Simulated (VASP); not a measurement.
# Rb (Im-3m) in VASP: settings compared, part 3 of 3

VASP 6.6.1. Earlier steps stand in the parts before.

## (5) Single point, PBE (volume scaled by 1.12)

File INCAR:

```
PREC = Accurate
ENCUT = 520
EDIFF = 1E-7
ISMEAR = -1
SIGMA = 0.1
LREAL = F
LASPH = T
NELM = 60
ALGO = Normal
ISIF = 2
LWAVE = F
LCHARG = F
GGA = PE
NBANDS = 10
```

File KPOINTS:

```
Automatic mesh
0
Gamma
  13 13 13
```

File POSCAR:

```
Rb
1.0
   -2.9450839236      2.9450839236      2.9450839236
    2.9450839236     -2.9450839236      2.9450839236
    2.9450839236      2.9450839236     -2.9450839236
Rb
1
Direct
    0.0000000000      0.0000000000      0.0000000000
```

Potentials or basis: VASP PAW PBE potentials, release 64 (Rb_sv).

The run is started by

```sh
$ cat potpaw_PBE.64/Rb_sv/POTCAR > POTCAR
$ mpirun -np 1 vasp_std > vasp.out
```

OUTCAR:

```text
PREC = Accurate
   ENCUT = 520
   EDIFF = 1E-7
   ISMEAR = -1
   LREAL = F
   LASPH = T
   NELM = 60
   ISIF = 2
   GGA = PE

 ion  position               nearest neighbor table
   1  0.000  0.000  0.000-

  LATTYP: Found a body centered cubic cell.
 ALAT       =     5.8901678472

  Lattice vectors:

 A1 = (  -2.9450839236,   2.9450839236,   2.9450839236)
 A2 = (   2.9450839236,  -2.9450839236,   2.9450839236)
 A3 = (   2.9450839236,   2.9450839236,  -2.9450839236)

Analysis of symmetry for initial positions (statically):
=====================================================================
 Subroutine PRICEL returns:
 Original cell was already a primitive cell.

 Routine SETGRP: Setting up the symmetry group for a
 body centered cubic supercell.

 Subroutine GETGRP returns: Found 48 space group operations
 (whereof 48 operations were pure point group operations)
 out of a pool of 48 trial point group operations.

The static configuration has the point symmetry O_h .

Analysis of symmetry for dynamics (positions and initial velocities):
=====================================================================
 Subroutine PRICEL returns:
 Original cell was already a primitive cell.

 Routine SETGRP: Setting up the symmetry group for a
 body centered cubic supercell.

 Subroutine GETGRP returns: Found 48 space group operations
 (whereof 48 operations were pure point group operations)
 out of a pool of 48 trial point group operations.

The dynamic configuration has the point symmetry O_h .

 Subroutine INISYM returns: Found 48 space group operations
 (whereof 48 operations are pure point group operations),
 and found     1 'primitive' translations

----------------------------------------------------------------------------------------

                                     Primitive cell

  volume of cell :     102.1770

[... 104 lines left out ...]
   IMIX   =      4    mixing-type and parameters
     AMIX     =   0.40;   BMIX     =  1.00
     AMIX_MAG =   1.60;   BMIX_MAG =  1.00
  volume/ion in A,a.u.               =     102.18       689.52
  Fermi-wavevector in a.u.,A,eV,Ry     =   0.728402  1.376481  7.218843  0.530570
  Thomas-Fermi vector in A             =   1.819867
   LORBIT       =      0    0 simple, 1 ext, 2 COOP (PROOUT), +10 PAW based schemes
   GGA     = PE    functional components
   LHFCALC =     F    Hartree Fock is set to
   AEXX    =    0.0000 exact exchange contribution
   IVDW    =     0    specifies the selected vdW correction
   LEPSILON=     F    determine dielectric tensor
   LRPA    =     F    only Hartree local field effects (RPA)
 non-spin polarized calculation
  energy-cutoff  :      520.00
  volume of cell :      102.18
 maximum number of plane-waves:      2783
 NGX is ok and might be reduce to    40
   NGX = 19   NGY = 19   NGZ = 19

 number of electron       9.0000000 magnetization

 Free energy of the ion-electron system (eV)
  ---------------------------------------------------
  ext. energy  EPLUGINS =         0.00000000
  ---------------------------------------------------
  free energy    TOTEN  =        -0.94191997 eV

  energy without entropy =       -0.91063186  energy(sigma->0) =       -0.92627592

 E-fermi :  -0.2314     XC(G=0):  -5.1957

 val. band max:       -0.2387528906   @ k =  -0.3077   0.3077   0.3077
 cond. band min:      -0.2083809840   @ k =  -0.3846   0.4615   0.0769
 fundamental gap:      0.0303719066
 Fermi energy:        -0.2313781124

 k-point     1 :       0.0000    0.0000    0.0000
  band No.  band energies     occupation
      1     -29.2013      2.00000
      2     -13.2524      2.00000
      3     -13.2524      2.00000
      4     -13.2524      2.00000
      5      -2.0533      2.00000
      6       3.3359      0.00000
      7       3.3359      0.00000
      8       3.3359      0.00000
      9       4.1938      0.00000
     10       4.1938      0.00000
[... 287 lines left out ...]
 k-point    24 :       0.2308    0.0769    0.0769
  band No.  band energies     occupation
      1     -29.1996      2.00000
      2     -13.2970      2.00000
      3     -13.2663      2.00000
      4     -13.2554      2.00000
      5      -0.9841      1.99892
      6       1.7522      0.00000
      7       2.2723      0.00000
      8       3.8792      0.00000
      9       4.2553      0.00000
     10       4.3673      0.00000

 [... further k-points ...]
[... 5 lines left out ...]
  --------------------------------------------------------------------------------------
  -------------------------------------------------------------------------------------
  Total       -0.1595267     -0.1595267     -0.1595267     -0.0000000      0.0000000     -0.0000000
  in kB       -2.5014445     -2.5014445     -2.5014445     -0.0000000      0.0000000     -0.0000000
  external PRESSURE =      -2.5014445 kB  Pullay stress =       0.0000000 kB

 VOLUME and BASIS-vectors are now :
 -----------------------------------------------------------------------------
  energy-cutoff  :      520.00
  volume of cell :      102.18
      direct lattice vectors                 reciprocal lattice vectors
    -2.945083924  2.945083924  2.945083924     0.000000000  0.169774449  0.169774449
     2.945083924 -2.945083924  2.945083924     0.169774449  0.000000000  0.169774449
     2.945083924  2.945083924 -2.945083924     0.169774449  0.169774449  0.000000000

 POSITION                                       TOTAL-FORCE (eV/Angst)
 -----------------------------------------------------------------------------------
      0.00000      0.00000      0.00000        -0.000000      0.000000      0.000000
 -----------------------------------------------------------------------------------
    total drift:                                0.000000      0.000000     -0.000000

  FREE ENERGIE OF THE ION-ELECTRON SYSTEM (eV)
  ---------------------------------------------------
  free  energy   TOTEN  =        -0.9419199665 eV

  energy  without entropy=       -0.9106318649  energy(sigma->0) =       -0.92627592
```

stdout:

```text
POSCAR found type information on POSCAR Rb
 POSCAR found :  1 types and       1 ions
 scaLAPACK will be used
 LDA part: xc-table for (Slater+PW92), standard interpolation
 POSCAR, INCAR and KPOINTS ok, starting setup
 FFT: planning ... GRIDC
 FFT: planning ... GRID_SOFT
 FFT: planning ... GRID
 WAVECAR not read
 entering main loop
```

Run time: 1.7 min. Hardware: 1 thread of Intel Xeon Platinum 8259CL at 2.50GHz (Skylake/Cascade Lake), shared host; peak memory 0.27 GiB.

What came out:

* Free energy: -0.9419 eV
* Pressure: -0.3 GPa

## (6) Single point, PBE0

File POSCAR:

```
Rb
1.0
   -2.8359047195      2.8359047195      2.8359047195
    2.8359047195     -2.8359047195      2.8359047195
    2.8359047195      2.8359047195     -2.8359047195
Rb
1
Direct
    0.0000000000      0.0000000000      0.0000000000
```

File INCAR.step1:

```
ALGO = Normal
EDIFF = 1E-5
ENCUT = 520
GGA = PE
ISIF = 2
ISMEAR = -1
LASPH = T
LCHARG = F
LREAL = F
LWAVE = T
NBANDS = 10
NELM = 80
PREC = Accurate
SIGMA = 0.1
```

File INCAR.step2:

```
AEXX = 0.25
ALGO = Normal
EDIFF = 1E-6
ENCUT = 520
GGA = PE
ISIF = 2
ISMEAR = -1
ISTART = 1
LASPH = T
LCHARG = F
LHFCALC = T
LREAL = F
LWAVE = F
NBANDS = 10
NELM = 80
PREC = Accurate
PRECFOCK = Normal
SIGMA = 0.1
```

File KPOINTS:

```
k-points
0
Gamma
  4 4 4
```

Potentials or basis: VASP PAW PBE potentials, release 64 (Rb_sv).

The run is started by

```sh
$ cat potpaw_PBE.64/Rb_sv/POTCAR > POTCAR
$ cp INCAR.step1 INCAR
$ mpirun -np 1 vasp_std > vasp.out
$ cp INCAR.step2 INCAR
$ mpirun -np 1 vasp_std > vasp.out
```

Run time: 2.4 min. Hardware: 1 thread of Intel Xeon 6975P-C (Granite Rapids), shared host; peak memory 0.24 GiB.

It converged, with:

* Free energy: -1.1028 eV
* Pressure: 0.2 GPa

Levels at points of the mesh, in eV from the Fermi level:
```csv
k point,band 1,band 2,band 3,band 4,band 5,band 6,band 7,band 8
"(0.00, 0.00, 0.00)",-31.83,-14.69,-14.69,-14.69,-2.70,4.53,4.53,4.53
"(0.50, 0.00, 0.00)",-31.83,-14.79,-14.72,-14.69,0.66,1.11,3.33,5.11
"(0.50, 0.50, 0.50)",-31.83,-14.76,-14.76,-14.76,1.86,1.86,3.85,3.85
```

Caveat: the k points lie up to 0.39 Å⁻¹ apart; the PAW data sets were made with another functional, which shifts forces and pressure a little.

## (7) Overview

| level | cell | k mesh | grid for exact exchange (PRECFOCK) | gap on the mesh (eV) | pressure (GPa) |
| --- | --- | --- | --- | --- | --- |
| PBE | a = 4.912 Å, angles 109.5°, 1 atom | 13 × 13 × 13 | - | none | 0.0 |
| PBE | a = 4.977 Å, angles 109.5°, 1 atom | 13 × 13 × 13 | - | none | -0.1 |
| PBE | a = 5.040 Å, angles 109.5°, 1 atom | 13 × 13 × 13 | - | none | -0.2 |
| PBE | a = 5.101 Å, angles 109.5°, 1 atom | 13 × 13 × 13 | - | none | -0.3 |
| PBE0 | a = 4.912 Å, angles 109.5°, 1 atom | 4 × 4 × 4 | Normal | none | 0.2 |

Alike in all rows: task single point; potentials or basis VASP PAW PBE potentials, release 64 (Rb_sv); no spin polarisation; cutoff (eV) 520; smearing fermi-dirac 0.1 eV.

Caveats: some runs use coarse meshes; the PAW data sets were made with another functional, which shifts forces and pressure a little (some runs).

Absolute energies hang on the potentials; compare differences alone.
